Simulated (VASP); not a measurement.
Runs of VASP 6.6.1 on Zn. The structure is that of space group Fd-3m (No. 227), or close to it. The cells are those of the table. 

```tsv
task	level	cell	k mesh	cutoff (eV)	grid for exact exchange (PRECFOCK)	screening parameter	gap on the mesh (eV)	pressure (GPa)
single point	PBE	a = 4.119 Å, angles 60.0°, 2 atoms	11 × 11 × 11	520	-	-	none	0.1
single point	PBE	a = 4.173 Å, angles 60.0°, 2 atoms	11 × 11 × 11	520	-	-	none	-0.8
single point	PBE	a = 4.006 Å, angles 60.0°, 2 atoms	11 × 11 × 11	520	-	-	none	2.9
single point	HSE06	a = 4.119 Å, angles 60.0°, 2 atoms	5 × 5 × 5	520	Normal	0.2079 1/Å	none	0.0
single point	PBE	a = 4.277 Å, angles 60.0°, 2 atoms	11 × 11 × 11	520	-	-	none	-2.1
single point	PBE	a = 4.063 Å, angles 60.0°, 2 atoms	11 × 11 × 11	520	-	-	none	1.3
relaxation of cell and atoms	PBE	relaxed from a = 3.873 Å, angles 60.0°, 2 atoms	10 × 10 × 10	600	-	-	none	0.0
single point	PBE	a = 3.947 Å, angles 60.0°, 2 atoms	11 × 11 × 11	520	-	-	none	(b)
single point	PBE	a = 4.119 Å, angles 60.0°, 2 atoms	10 × 10 × 10	520	-	-	none	0.1
single point	PBE	a = 4.119 Å, angles 60.0°, 2 atoms	5 × 5 × 5	520	-	-	none	-0.2
single point	PBE	a = 4.226 Å, angles 60.0°, 2 atoms	11 × 11 × 11	520	-	-	none	(a)
single point	PBE	a = 4.119 Å, angles 60.0°, 2 atoms	15 × 15 × 15	520	-	-	none	0.1
```

Alike in all rows: potentials or basis VASP PAW PBE potentials, release 64 (Zn); no spin polarisation; smearing fermi-dirac 0.1 eV.

Q: Estimate the missing entries.

A: (a) -1.5; (b) 4.9.

Caveats: some runs use coarse meshes; the PAW data sets were made with another functional, which shifts forces and pressure a little (some runs).

A gap of «none» marks levels without a gap at the run's occupations.
